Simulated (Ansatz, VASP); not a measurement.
## One calculation of MnO, two programs

```
CELL_PARAMETERS angstrom
0.00000 2.22200 2.22200
2.22200 0.00000 2.22200
2.22200 2.22200 0.00000
ATOMIC_POSITIONS crystal
Mn 0.00000 0.00000 0.00000
O 0.50000 0.50000 0.50000
```

Alike in both runs: task single point; functional PBE; k mesh 9 × 9 × 9; occupations fermi-dirac, width 0.05 eV; collinear spin; fixed moment 8 μB.

|  | VASP | Ansatz |
| --- | --- | --- |
| version | VASP 6.6.1 | Ansatz 0.2.0 |
| potentials or method | VASP PAW PBE potentials, release 64 (Mn_pv, O) | Ansatz PAW |
| plane-wave cutoff (eV) | 520 | 420 |
| valence electrons in the cell | 19 | 21 |

|  | VASP | Ansatz | Ansatz less VASP |
| --- | --- | --- | --- |
| net moment per atom (μB) | 4.00 | 4.00 | 0.000 |
| size of the moment on the site where the two differ most (μB) | 5.11 | 4.53 | -0.573 |

Site moments also hang on the region over which each program counts them. VASP's potentials hold 19 valence electrons a cell and Ansatz's 21, so a difference there can come from the potentials and not from the codes.
